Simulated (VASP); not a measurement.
# MoS2 (lda) (P6_3/mmc) in VASP: a series of runs, part 3 of 3

VASP 6.6.1. Earlier steps stand in the parts before.

**5. Single point, LDA**

Contents of INCAR:

```
SYSTEM = MoS2
PREC     = Accurate       ! precision mode
ENCUT    = 520            ! plane-wave cutoff, eV
EDIFF    = 1E-7           ! SCF threshold, eV
ISMEAR   = 0              ! smearing method
SIGMA    = 0.02           ! smearing width, eV
LREAL    = .False.        ! projectors in reciprocal space
LASPH    = .True.         ! aspherical terms in the spheres
NELM     = 100            ! most SCF steps
ALGO     = Normal         ! electronic algorithm
ISIF     = 2              ! what is computed and relaxed
LWAVE    = .False.        ! write WAVECAR
LCHARG   = .False.        ! write CHGCAR
NBANDS   = 35             ! bands
```

Contents of KPOINTS:

```
Automatic mesh
0
Gamma
  12 12 4
  0 0 0
```

Contents of POSCAR:

```
MoS2
1.0
    3.1221955730      0.0000000028      0.0000000000
   -1.5610977889      2.7039006804      0.0000000000
    0.0000000000      0.0000000000     12.0794276174
Mo S
2 4
Direct
    0.6666666667      0.3333333333      0.2500000000
    0.3333333333      0.6666666667      0.7500000000
    0.6666666667      0.3333333333      0.6213369710
    0.3333333333      0.6666666667      0.3786630290
    0.6666666667      0.3333333333      0.8786630290
    0.3333333333      0.6666666667      0.1213369710
```

Potentials or basis: VASP PAW LDA potentials, release 64 (Mo_sv, S).

Run with:

```
$ cat potpaw_LDA.64/Mo_sv/POTCAR potpaw_LDA.64/S/POTCAR > POTCAR
$ mpirun -np 1 vasp_std > vasp.out
```

OUTCAR:

```text
SYSTEM = MoS2
   PREC = Accurate
   ENCUT = 520
   EDIFF = 1E-7
   ISMEAR = 0
   LREAL = .False.
   LASPH = .True.
   NELM = 100
   ISIF = 2

 ion  position               nearest neighbor table
   1  0.667  0.333  0.250-   4 2.38   6 2.38   4 2.38   6 2.38   4 2.38   6 2.38
   2  0.333  0.667  0.750-   3 2.38   5 2.38   3 2.38   5 2.38   3 2.38   5 2.38
   3  0.667  0.333  0.621-   2 2.38   2 2.38   2 2.38
   4  0.333  0.667  0.379-   1 2.38   1 2.38   1 2.38
   5  0.667  0.333  0.879-   2 2.38   2 2.38   2 2.38
   6  0.333  0.667  0.121-   1 2.38   1 2.38   1 2.38

  LATTYP: Found a hexagonal cell.
 ALAT       =     3.1221955730
 C/A-ratio  =     3.8688888428

  Lattice vectors:

 A1 = (   3.1221955730,   0.0000000028,   0.0000000000)
 A2 = (  -1.5610977889,   2.7039006804,   0.0000000000)
 A3 = (   0.0000000000,   0.0000000000,  12.0794276174)

Analysis of symmetry for initial positions (statically):
=====================================================================
 Subroutine PRICEL returns:
[... 178 lines left out ...]
  free energy    TOTEN  =       -48.95829332 eV

  energy without entropy =      -48.95829332  energy(sigma->0) =      -48.95829332

 E-fermi :   8.2462     XC(G=0): -11.3782

 val. band max:        8.0583233326   @ k =   0.0000   0.0000   0.0000
 cond. band min:       8.7989694194   @ k =   0.1667   0.1667   0.0000
 fundamental gap:      0.7406460867
 Fermi energy:         8.2462233323

 k-point     1 :       0.0000    0.0000    0.0000
  band No.  band energies     occupation
      1     -53.1185      2.00000
      2     -53.1185      2.00000
      3     -27.5119      2.00000
      4     -27.5118      2.00000
      5     -27.2205      2.00000
      6     -27.2205      2.00000
[... 901 lines left out ...]
     34      11.7544      0.00000
     35      14.5574      0.00000

 [... further k-points ...]
[... 5 lines left out ...]
  --------------------------------------------------------------------------------------
  -------------------------------------------------------------------------------------
  Total        0.0908455      0.0908455      0.0506613      0.0000000      0.0000000      0.0000000
  in kB        1.4273053      1.4273053      0.7959572      0.0000000      0.0000000      0.0000000
  external PRESSURE =       1.2168559 kB  Pullay stress =       0.0000000 kB

 VOLUME and BASIS-vectors are now :
 -----------------------------------------------------------------------------
  energy-cutoff  :      520.00
  volume of cell :      101.98
      direct lattice vectors                 reciprocal lattice vectors
     3.122195573  0.000000003  0.000000000     0.320287431  0.184918035  0.000000000
    -1.561097789  2.703900680  0.000000000    -0.000000000  0.369836069  0.000000000
     0.000000000  0.000000000 12.079427617     0.000000000  0.000000000  0.082785380

 POSITION                                       TOTAL-FORCE (eV/Angst)
 -----------------------------------------------------------------------------------
      1.56110      0.90130      3.01986         0.000000     -0.000000      0.000000
     -0.00000      1.80260      9.05957        -0.000000      0.000000      0.000000
      1.56110      0.90130      7.50539         0.000000     -0.000000     -0.016322
     -0.00000      1.80260      4.57403         0.000000      0.000000      0.016322
      1.56110      0.90130     10.61375         0.000000      0.000000      0.016322
     -0.00000      1.80260      1.46568         0.000000     -0.000000     -0.016322
 -----------------------------------------------------------------------------------
    total drift:                               -0.000000      0.000000     -0.000000

  FREE ENERGIE OF THE ION-ELECTRON SYSTEM (eV)
  ---------------------------------------------------
  free  energy   TOTEN  =       -48.9582933229 eV

  energy  without entropy=      -48.9582933229  energy(sigma->0) =      -48.95829332
```

OSZICAR:

```text
N       E                     dE             d eps       ncg     rms          rms(c)
DAV:   1     0.475104638431E+03    0.47510E+03   -0.28958E+04  4286   0.142E+03
DAV:   2    -0.249526653145E+02   -0.50006E+03   -0.48401E+03  4617   0.390E+02
DAV:   3    -0.512732088580E+02   -0.26321E+02   -0.25783E+02  4888   0.811E+01
DAV:   4    -0.518020716419E+02   -0.52886E+00   -0.52756E+00  4728   0.114E+01
DAV:   5    -0.518108777369E+02   -0.88061E-02   -0.88046E-02  4691   0.151E+00    0.375E+01
DAV:   6    -0.496502000721E+02    0.21607E+01   -0.10907E+01  4451   0.227E+01    0.120E+01
DAV:   7    -0.492838450629E+02    0.36636E+00   -0.47595E+00  4384   0.146E+01    0.924E+00
DAV:   8    -0.489605802577E+02    0.32326E+00   -0.76243E-01  4456   0.636E+00    0.255E+00
DAV:   9    -0.489640718470E+02   -0.34916E-02   -0.68461E-02  4539   0.126E+00    0.104E+00
DAV:  10    -0.489584999779E+02    0.55719E-02   -0.25386E-02  4430   0.110E+00    0.323E-01
DAV:  11    -0.489584052672E+02    0.94711E-04   -0.15151E-03  4386   0.231E-01    0.127E-01
DAV:  12    -0.489583159089E+02    0.89358E-04   -0.18398E-04  4484   0.714E-02    0.110E-01
DAV:  13    -0.489582936874E+02    0.22221E-04   -0.13617E-04  4504   0.625E-02    0.174E-02
DAV:  14    -0.489582933658E+02    0.32168E-06   -0.99755E-06  4314   0.195E-02    0.187E-02
DAV:  15    -0.489582933229E+02    0.42865E-07   -0.74524E-07  4485   0.522E-03
   1 F= -.48958293E+02 E0= -.48958293E+02  d E =-.909044E-43
```

It took 1.9 min on 1 thread of Intel Xeon Platinum 8488C (Sapphire Rapids), shared host; peak memory 0.28 GiB.

Results:

| Property | Result |
| --- | --- |
| Free energy | -48.9583 eV |
| Pressure | 0.1 GPa |
| Largest force | 0.016 eV/Å |
| Band gap on the k mesh | 0.74 eV, indirect (least direct gap 1.77 eV) |

Forces in eV/Å, atoms in the order of the input:
```
Mo   0.000  0.000  0.000
Mo   0.000  0.000  0.000
S    0.000  0.000 -0.016
S    0.000  0.000  0.016
S    0.000  0.000  0.016
S    0.000  0.000 -0.016
```

A k mesh can miss the band edges.

**6. Summary**

| task | cell | k mesh | cutoff (eV) | gap on the mesh (eV) | pressure (GPa) | relaxed volume (Å³/atom) | largest force (eV/Å) |
| --- | --- | --- | --- | --- | --- | --- | --- |
| relaxation of cell and atoms | relaxed from a = 3.122, b = 3.122, c = 12.079 Å, angles 90.0, 90.0, 120.0°, 6 atoms | 12 × 12 × 4 | 600 | 0.74 | 0.0 | 17.01 | - |
| single point | a = 3.122, b = 3.122, c = 12.079 Å, angles 90.0, 90.0, 120.0°, 6 atoms | 12 × 12 × 2 | 520 | 0.74 | 0.1 | - | 0.02 |
| relaxation of cell and atoms | relaxed from a = 3.192, b = 3.192, c = 13.378 Å, angles 90.0, 90.0, 120.0°, 6 atoms | 12 × 12 × 2 | 600 | 0.74 | 0.0 | 17.01 | - |
| single point | a = 3.122, b = 3.122, c = 12.079 Å, angles 90.0, 90.0, 120.0°, 6 atoms | 12 × 12 × 4 | 520 | 0.74 | 0.1 | - | 0.02 |

Alike in all rows: level LDA; potentials or basis VASP PAW LDA potentials, release 64 (Mo_sv, S); no spin polarisation; smearing gaussian 0.02 eV.

Total energies depend on the potentials used, so only differences within one code and one set of settings carry meaning.
